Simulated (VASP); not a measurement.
# Dy3Be2Se (P6/mmm) in VASP: further runs

Runs on Dy3Be2Se. Level: PBE. Tasks: relaxation of cell and atoms, single point.

Everything below comes from runs of VASP 6.6.1. Logs are shortened: lines on timing, memory, paths and dates and some standing lists are left out, and cuts for length are marked.

## (1) The cell of the first run

The structure is hexagonal, space group P6/mmm (No. 191). The conventional cell has a = 4.502 Å, b = 4.502 Å, c = 7.917 Å, α = 90.00°, β = 90.00°, γ = 120.00°. Dy (site symmetry -6m2) has 3 Dy at 2.60 Å and 3 Se at 2.60 Å within 3.4 Å. Dy (site symmetry 6/mmm) has 6 Be at 2.60 Å within 3.4 Å. Within 3.4 Å of Be (site symmetry -6m2) lie 3 Be at 2.60 Å and 3 Dy at 2.60 Å. Se (site symmetry 6/mmm) has 6 Dy at 2.60 Å within 3.4 Å.

The cell was generated, and may not be a known phase.

## (2) Relaxation of cell and atoms, PBE

Contents of INCAR:

```
SYSTEM = Dy3Be2Se
PREC = Accurate
ENCUT = 600
EDIFF = 1E-7
ISMEAR = 0
SIGMA = 0.1
LREAL = .FALSE.
LASPH = .TRUE.
NELM = 200
ALGO = Normal
ISIF = 3
LWAVE = .FALSE.
LCHARG = .FALSE.
GGA = PE
IBRION = 2
NSW = 90
EDIFFG = -0.04
GGA_COMPAT = .FALSE.
NELMIN = 4
LMAXMIX = 6
```

Contents of KPOINTS:

```
regular mesh
0
G
  6 6 2
  0 0 0
```

Contents of POSCAR:

```
Dy3Be2Se
1.0
    4.5018356700      0.0000000000      0.0000000000
   -2.2509178300      3.8987040500      0.0000000000
    0.0000000000      0.0000000000      7.9166968100
Dy Be Se
3 2 1
Direct
    0.3333333300      0.6666666700      0.5000000000
    0.6666666700      0.3333333300      0.5000000000
    0.0000000000      0.0000000000      0.0000000000
    0.3333333300      0.6666666700      0.0000000000
    0.6666666700      0.3333333300      0.0000000000
    0.0000000000      0.0000000000      0.5000000000
```

Potentials or basis: VASP PAW PBE potentials, release 64 (Dy_3, Be, Se), 4f in core.

The run is started by

```sh
$ cat potpaw_PBE.64/Dy_3/POTCAR potpaw_PBE.64/Be/POTCAR potpaw_PBE.64/Se/POTCAR > POTCAR
$ mpirun -np 1 vasp_std > vasp.out
```

OUTCAR:

```text
SYSTEM = Dy3Be2Se
   PREC = Accurate
   ENCUT = 600
   EDIFF = 1E-7
   ISMEAR = 0
   LREAL = .FALSE.
   LASPH = .TRUE.
   NELM = 200
   ISIF = 3
   GGA = PE
   IBRION = 2
   NSW = 90
   EDIFFG = -0.04
   NELMIN = 4

 ion  position               nearest neighbor table
   1  0.333  0.667  0.500-   2 2.60   6 2.60   2 2.60   6 2.60   6 2.60   2 2.60
   2  0.667  0.333  0.500-   1 2.60   6 2.60   1 2.60   6 2.60   6 2.60   1 2.60
   3  0.000  0.000  0.000-   4 2.60   5 2.60   4 2.60   5 2.60   5 2.60   4 2.60
   4  0.333  0.667  0.000-   3 2.60   3 2.60   3 2.60
   5  0.667  0.333  0.000-   3 2.60   3 2.60   3 2.60
   6  0.000  0.000  0.500-   1 2.60   2 2.60   1 2.60   2 2.60   2 2.60   1 2.60

  LATTYP: Found a hexagonal cell.
 ALAT       =     4.5018356700
 C/A-ratio  =     1.7585485989

  Lattice vectors:

 A1 = (   4.5018356700,   0.0000000000,   0.0000000000)
 A2 = (  -2.2509178300,   3.8987040500,   0.0000000000)
 A3 = (   0.0000000000,   0.0000000000,   7.9166968100)

Analysis of symmetry for initial positions (statically):
=====================================================================
 Subroutine PRICEL returns:
 Original cell was already a primitive cell.

 Routine SETGRP: Setting up the symmetry group for a
 hexagonal supercell.

 Subroutine GETGRP returns: Found 24 space group operations
 (whereof 24 operations were pure point group operations)
 out of a pool of 24 trial point group operations.

The static configuration has the point symmetry D_6h.

Analysis of symmetry for dynamics (positions and initial velocities):
=====================================================================
 Subroutine PRICEL returns:
 Original cell was already a primitive cell.

 Routine SETGRP: Setting up the symmetry group for a
 hexagonal supercell.

 Subroutine GETGRP returns: Found 24 space group operations
 (whereof 24 operations were pure point group operations)
 out of a pool of 24 trial point group operations.

The dynamic configuration has the point symmetry D_6h.

 Subroutine INISYM returns: Found 24 space group operations
 (whereof 24 operations are pure point group operations),
 and found     1 'primitive' translations

----------------------------------------------------------------------------------------

                                     Primitive cell

  volume of cell :     138.9485

  direct lattice vectors                    reciprocal lattice vectors
     4.501835670  0.000000000  0.000000000     0.222131609  0.128247744  0.000000000
    -2.250917830  3.898704050  0.000000000     0.000000000  0.256495489  0.000000000
     0.000000000  0.000000000  7.916696810     0.000000000  0.000000000  0.126315309

  length of vectors
     4.501835670  4.501835664  7.916696810     0.256495488  0.256495489  0.126315309

  position of ions in fractional coordinates (direct lattice)
     0.333333330  0.666666670  0.500000000
     0.666666670  0.333333330  0.500000000
     0.000000000  0.000000000  0.000000000
     0.333333330  0.666666670  0.000000000
     0.666666670  0.333333330  0.000000000
     0.000000000  0.000000000  0.500000000

  ion indices of the primitive-cell ions
   primitive index   ion index
                 1           1
                 2           2
                 3           3
                 4           4
                 5           5
                 6           6

----------------------------------------------------------------------------------------

 KPOINTS: regular mesh

Automatic generation of k-mesh.
 Grid dimensions read from file:
 generate k-points for:    6    6    2

 Generating k-lattice:

  Cartesian coordinates                     Fractional coordinates (reciprocal lattice)
     0.037021935  0.021374624  0.000000000     0.166666667  0.000000000  0.000000000
     0.000000000  0.042749248  0.000000000     0.000000000  0.166666667  0.000000000
     0.000000000  0.000000000  0.063157654     0.000000000  0.000000000  0.500000000

  Length of vectors
     0.042749248  0.042749248  0.063157654

  Shift w.r.t. Gamma in fractional coordinates (k-lattice)
     0.000000000  0.000000000  0.000000000

 Subroutine IBZKPT returns following result:
 ===========================================

 Found     14 irreducible k-points:

 Following reciprocal coordinates:
            Coordinates               Weight
  0.000000  0.000000  0.000000      1.000000
  0.166667 -0.000000  0.000000      6.000000
  0.333333  0.000000  0.000000      6.000000
  0.500000  0.000000  0.000000      3.000000
  0.166667  0.166667  0.000000      6.000000
  0.333333  0.166667  0.000000     12.000000
  0.333333  0.333333  0.000000      2.000000
  0.000000  0.000000  0.500000      1.000000
  0.166667 -0.000000  0.500000      6.000000
  0.333333  0.000000  0.500000      6.000000
  0.500000  0.000000  0.500000      3.000000
  0.166667  0.166667  0.500000      6.000000
  0.333333  0.166667  0.500000     12.000000
  0.333333  0.333333  0.500000      2.000000
[... 25 lines left out ...]
   ISYM   =      2    0-nonsym 1-usesym 2-fastsym
   POTIM  = 0.5000    time-step for ionic-motion
   TEBEG  =    0.0;   TEEND  =   0.0 temperature during run
   PSTRESS=    0.0 pullay stress
   NELECT =      37.0000    total number of electrons
   NUPDOWN=      -1.0000    fix difference up-down
   EMIN   =  10.00;   EMAX   =-10.00  energy-range for DOS
   EFERMI =   0.00;   METHOD = LEGACY
   ISMEAR =     0;   SIGMA  =   0.10  broadening in eV -4-tet -1-fermi 0-gaus
   EFERMI_NEDOS =   21; number of points for ismear=-14 and -15
   IALGO  =     38    algorithm
   IMIX   =      4    mixing-type and parameters
     AMIX     =   0.40;   BMIX     =  1.00
     AMIX_MAG =   1.60;   BMIX_MAG =  1.00
  volume/ion in A,a.u.               =      23.16       156.28
  Fermi-wavevector in a.u.,A,eV,Ry     =   1.053232  1.990320 15.092914  1.109298
  Thomas-Fermi vector in A             =   2.188346
   LORBIT       =      0    0 simple, 1 ext, 2 COOP (PROOUT), +10 PAW based schemes
   GGA     = PE    functional components
   LHFCALC =     F    Hartree Fock is set to
   AEXX    =    0.0000 exact exchange contribution
   IVDW    =     0    specifies the selected vdW correction
   LEPSILON=     F    determine dielectric tensor
   LRPA    =     F    only Hartree local field effects (RPA)
 conjugate gradient relaxation of ions
 non-spin polarized calculation
 Gauss-broadening in eV      SIGMA  =   0.10
  energy-cutoff  :      600.00
  volume of cell :      138.95
 maximum number of plane-waves:      4686
 NGX is ok and might be reduce to    36
   NGX = 17   NGY = 17   NGZ = 31

--------------------------------------- Ionic step        1  -------------------------------------------

 number of electron      37.0000003 magnetization

 Free energy of the ion-electron system (eV)
  ---------------------------------------------------
  ext. energy  EPLUGINS =         0.00000000
  ---------------------------------------------------
  free energy    TOTEN  =       -19.27377037 eV

  energy without entropy =      -19.24771652  energy(sigma->0) =      -19.26074345

------------------------ aborting loop because EDIFF is reached ----------------------------------------

  FORCE on cell =-STRESS in cart. coord.  units (eV):
  Direction    XX          YY          ZZ          XY          YZ          ZX
  --------------------------------------------------------------------------------------
  -------------------------------------------------------------------------------------
  Total       23.7229982     23.7229982     -9.9502253      0.0000000      0.0000000     -0.0000000
  in kB      273.5433989    273.5433983   -114.7333238      0.0000004      0.0000000     -0.0000000
  external PRESSURE =     144.1178245 kB  Pullay stress =       0.0000000 kB
[... 101 lines left out ...]
  FREE ENERGIE OF THE ION-ELECTRON SYSTEM (eV)
  ---------------------------------------------------
  free  energy   TOTEN  =       -22.2095858838 eV

  energy  without entropy=      -22.1907923567  energy(sigma->0) =      -22.20018912

 E-fermi :   3.5895     XC(G=0):  -9.5740

 val. band max:        3.5864376735   @ k =   0.5000   0.0000   0.0000
 cond. band min:       3.5911903718   @ k =   0.0000   0.0000   0.5000
 fundamental gap:      0.0047526983
 Fermi energy:         3.5894715208

 k-point     1 :       0.0000    0.0000    0.0000
  band No.  band energies     occupation
      1     -20.8438      2.00000
      2     -20.8438      2.00000
      3     -20.5365      2.00000
      4     -20.4394      2.00000
      5     -20.4394      2.00000
      6     -20.2330      2.00000
[... 339 lines left out ...]
     21       3.4715      1.90476
     22       4.2628      0.00000

 E-fermi :   4.1777     XC(G=0):  -9.9794

 val. band max:        4.1475503170   @ k =   0.3333   0.1667   0.5000
 cond. band min:       4.1934574532   @ k =   0.5000   0.0000   0.0000
 fundamental gap:      0.0459071362
 Fermi energy:         4.1776891204

 k-point     1 :       0.0000    0.0000    0.0000
  band No.  band energies     occupation
      1     -20.0698      2.00000
      2     -20.0698      2.00000
      3     -19.6627      2.00000
      4     -19.5689      2.00000
      5     -19.5689      2.00000
      6     -19.3881      2.00000
[... 339 lines left out ...]
     21       4.1297      1.50232
     22       4.7191      0.00000

[... ionic steps 4 to 11 ...]

--------------------------------------- Ionic step       12  -------------------------------------------

 number of electron      37.0000000 magnetization

------------------------ aborting loop because EDIFF is reached ----------------------------------------
[... 75 lines left out ...]
--------------------------------------- Ionic step       14  -------------------------------------------

 number of electron      37.0000000 magnetization

 Free energy of the ion-electron system (eV)
  ---------------------------------------------------
  ext. energy  EPLUGINS =         0.00000000
  ---------------------------------------------------
  free energy    TOTEN  =       -25.26196873 eV

  energy without entropy =      -25.24804774  energy(sigma->0) =      -25.25500823

 E-fermi :   4.5918     XC(G=0): -10.2299

 val. band max:        4.5809483055   @ k =   0.0000   0.0000   0.0000
 cond. band min:       4.6033692981   @ k =   0.3333   0.0000   0.0000
 fundamental gap:      0.0224209925
 Fermi energy:         4.5917639363

 k-point     1 :       0.0000    0.0000    0.0000
  band No.  band energies     occupation
      1     -19.7217      2.00000
      2     -19.7217      2.00000
      3     -19.1800      2.00000
      4     -19.0520      2.00000
      5     -19.0520      2.00000
      6     -18.8963      2.00000
[... 372 lines left out ...]
  FREE ENERGIE OF THE ION-ELECTRON SYSTEM (eV)
  ---------------------------------------------------
  free  energy   TOTEN  =       -25.2619687290 eV

  energy  without entropy=      -25.2480477355  energy(sigma->0) =      -25.25500823

 reached required accuracy - stopping structural energy minimisation
```

Run time: 6.2 min. Hardware: 1 thread of Intel Xeon 6975P-C (Granite Rapids), shared host; peak memory 0.34 GiB.

What came out:

```
Free energy                           : -25.2620 eV
Relaxed volume                        : 20.92 Å³/atom
Relaxed cell                          : a = 5.057 Å, b = 5.057 Å, c = 5.668 Å, α = 90.00°, β = 90.00°, γ = 120.00°
Space group after relaxing (to 0.1 Å) : P6/mmm (No. 191)
Pressure after relaxing               : -0.1 GPa
Band gap on the k mesh                : zero (an odd number of electrons rules out a gap without spin polarisation)
```

Final structure:
```cif
data_structure
_symmetry_space_group_name_H-M 'P 1'
_symmetry_Int_Tables_number 1
_cell_length_a 5.0570
_cell_length_b 5.0570
_cell_length_c 5.6684
_cell_angle_alpha 90.000
_cell_angle_beta 90.000
_cell_angle_gamma 120.000
_cell_volume 125.54
loop_
_atom_site_label
_atom_site_type_symbol
_atom_site_fract_x
_atom_site_fract_y
_atom_site_fract_z
_atom_site_occupancy
Dy1 Dy 0.33333 0.66667 0.50000 1
Dy2 Dy 0.66667 0.33333 0.50000 1
Dy3 Dy 0.00000 0.00000 0.00000 1
Be1 Be 0.33333 0.66667 0.00000 1
Be2 Be 0.66667 0.33333 0.00000 1
Se1 Se 0.00000 0.00000 0.50000 1
```

Levels at points of the mesh, in eV from the Fermi level:
```csv
k point,band 16,band 17,band 18,band 19,band 20,band 21
"(0.00, 0.00, 0.00)",-1.59,-0.26,-0.01,0.23,0.23,0.35
"(0.50, 0.00, 0.00)",-1.39,-1.31,-1.03,-0.52,0.06,1.10
"(0.00, 0.00, 0.50)",-2.19,-2.19,0.26,0.87,1.23,1.23
"(0.50, 0.00, 0.50)",-1.94,-1.53,-1.43,-0.15,0.12,0.79
```

Caveat: the k points lie up to 0.55 Å⁻¹ apart in the final cell, too coarse for converged energies and pressures of a metal; a cell axis changed by over 15 % at a fixed basis, so the end point is rough; spin-orbit coupling is left out, which moves the levels of the heavy elements; the 4f electrons are frozen in the core, so they carry no moment and show no levels; the run has no spin polarisation, though such a crystal can be magnetic.

## (3) Relaxation of cell and atoms, PBE

This run uses another cell than the first one, of 20.74 Å³/atom.

INCAR is that of step 2.

Contents of KPOINTS:

```
Automatic mesh
0
G
  6 6 4
  0 0 0
```

Contents of POSCAR:

```
Dy3Be2Se
1.0
    5.0419570057      0.0000000000      0.0000000000
   -2.5209785029      4.3664628518      0.0000000000
    0.0000000000      0.0000000000      5.6533236203
Dy Be Se
3 2 1
Direct
    0.3333333333      0.6666666667      0.5000000000
    0.6666666667      0.3333333333      0.5000000000
    0.0000000000      0.0000000000      0.0000000000
    0.3333333333      0.6666666667      0.0000000000
    0.6666666667      0.3333333333      0.0000000000
    0.0000000000      0.0000000000      0.5000000000
```

Potentials or basis: VASP PAW PBE potentials, release 64 (Dy_3, Be, Se), 4f in core.

The run is started by

```sh
$ cat potpaw_PBE.64/Dy_3/POTCAR potpaw_PBE.64/Be/POTCAR potpaw_PBE.64/Se/POTCAR > POTCAR
$ mpirun -np 1 vasp_std > vasp.out
```

It took 68 s on 1 thread of Intel Xeon 6975P-C (Granite Rapids), shared host; peak memory 0.32 GiB.

The run converged. Its results:

```yaml
Free_energy: -25.1787 eV
Relaxed_volume: 21.03 Å³/atom
Relaxed_cell: a = 5.070 Å, b = 5.070 Å, c = 5.668 Å, α = 90.00°, β = 90.00°, γ = 120.00°
Space_group_after_relaxing_to_0.1_Å: P6/mmm (No. 191)
Energy_gained_by_relaxing: 0.6 meV/atom
Ionic_steps: 2
Pressure_after_relaxing: -0.1 GPa
Band_gap_on_the_k_mesh: zero (an odd number of electrons rules out a gap without spin polarisation)
```

The path:
```
step  energy change (eV)  largest force (eV/Å)  pressure (GPa)  volume (Å³)
   1              0.0000                0.0000            0.73       124.46
   2             -0.0035                0.0000           -0.09       126.16
```

Final structure:
```
Dy Be Se
1.0
     5.06985    0.00000    0.00000
    -2.53492    4.39062    0.00000
     0.00000    0.00000    5.66779
Dy Be Se
3 2 1
Cartesian
  0.0000 2.9271 2.8339
  2.5349 1.4635 2.8339
  0.0000 0.0000 0.0000
  0.0000 2.9271 0.0000
  2.5349 1.4635 5.6678
  0.0000 0.0000 2.8339
```

Levels at points of the mesh, in eV from the Fermi level:
```
           k point  band 15  band 16  band 17  band 18  band 19  band 20  band 21  band 22
(0.00, 0.00, 0.00)    -1.56    -1.56    -0.25    -0.02     0.26     0.26     0.38     0.38
(0.50, 0.00, 0.00)    -3.62    -1.34    -1.27    -1.01    -0.50     0.08     0.93     1.11
(0.00, 0.00, 0.50)    -2.57    -2.16    -2.16     0.26     0.89     1.24     1.24     1.37
(0.50, 0.00, 0.50)    -3.28    -1.91    -1.48    -1.41    -0.12     0.13     0.79     1.09
```

Caveat: spin-orbit coupling is left out, which moves the levels of the heavy elements; the 4f electrons are frozen in the core, so they carry no moment and show no levels; the run has no spin polarisation, though such a crystal can be magnetic. With open d or f shells a metallic result of PBE can be an artefact of self-interaction; +U or a hybrid may open a gap.

## (4) Single point, PBE

This run uses another cell than the first one, of 20.85 Å³/atom.

Contents of INCAR:

```
SYSTEM = Dy3Be2Se
PREC = Accurate
ENCUT = 600
EDIFF = 1E-6
ISMEAR = 0
SIGMA = 0.1
LREAL = .False.
LASPH = .True.
NELM = 200
ALGO = Normal
ISIF = 2
LWAVE = .False.
LCHARG = .False.
GGA = PE
NBANDS = 28
GGA_COMPAT = .False.
LMAXMIX = 6
```

Contents of KPOINTS:

```
regular mesh
0
Gamma
  12 12 8
  0 0 0
```

POSCAR: that of step 3 with these lines changed.

```diff
@@ -2,5 +2,5 @@
 1.0
-    5.0419570057      0.0000000000      0.0000000000
-   -2.5209785029      4.3664628518      0.0000000000
-    0.0000000000      0.0000000000      5.6533236203
+    5.0528905665      0.0000000000      0.0000000000
+   -2.5264452832      4.3759315931      0.0000000000
+    0.0000000000      0.0000000000      5.6582066773
 Dy Be Se
```

The run is started by

```sh
$ cat potpaw_PBE.64/Dy_3/POTCAR potpaw_PBE.64/Be/POTCAR potpaw_PBE.64/Se/POTCAR > POTCAR
$ mpirun -np 1 vasp_std > vasp.out
```

Wall time 4.2 min (1 thread of Intel Xeon 6975P-C (Granite Rapids), shared host); peak memory 0.54 GiB.

The run converged. Its results:

* Free energy: -25.1453 eV
* Pressure: 0.4 GPa
* Band gap on the k mesh: zero (an odd number of electrons rules out a gap without spin polarisation)

Stress tensor (GPa, compression positive):
```
0.41 0.00 0.00
0.00 0.41 0.00
0.00 0.00 0.28
```

Levels at points of the mesh, in eV from the Fermi level:
```
           k point  band 16  band 17  band 18  band 19  band 20  band 21
(0.00, 0.00, 0.00)    -1.58    -0.24    -0.04     0.20     0.20     0.36
(0.50, 0.00, 0.00)    -1.38    -1.32    -1.07    -0.51     0.07     0.91
(0.00, 0.00, 0.50)    -2.19    -2.19     0.24     0.88     1.23     1.23
(0.50, 0.00, 0.50)    -1.95    -1.52    -1.46    -0.17     0.14     0.76
```

Caveat: spin-orbit coupling is left out, which moves the levels of the heavy elements; the 4f electrons are frozen in the core, so they carry no moment and show no levels; the run has no spin polarisation, though such a crystal can be magnetic. With open d or f shells a metallic result of PBE can be an artefact of self-interaction; +U or a hybrid may open a gap.

## (5) Summary

```csv
task,cell,k mesh,gap on the mesh (eV),pressure (GPa),relaxed volume (Å³/atom)
relaxation of cell and atoms,"relaxed from a = 4.502, b = 4.502, c = 7.917 Å, angles 90.0, 90.0, 120.0°, 6 atoms",6 × 6 × 2,none,-0.1,20.92
relaxation of cell and atoms,"relaxed from a = 5.042, b = 5.042, c = 5.653 Å, angles 90.0, 90.0, 120.0°, 6 atoms",6 × 6 × 4,none,-0.1,21.03
single point,"a = 5.053, b = 5.053, c = 5.658 Å, angles 90.0, 90.0, 120.0°, 6 atoms",12 × 12 × 8,none,0.4,-
```

Alike in all rows: level PBE; potentials or basis VASP PAW PBE potentials, release 64 (Dy_3, Be, Se), 4f in core; no spin polarisation; cutoff (eV) 600; smearing gaussian 0.1 eV.

Caveats: some runs use coarse meshes; spin-orbit coupling is left out, which moves the levels of the heavy elements; the 4f electrons are frozen in the core, so they carry no moment and show no levels; the run has no spin polarisation, though such a crystal can be magnetic; a cell axis changed by over 15 % at a fixed basis, so the end point is rough (at least some runs).

Total energies depend on the potentials used, so only differences within one code and one set of settings carry meaning.

The gap in the log of VASP goes by the Fermi energy; the results here count the filled bands.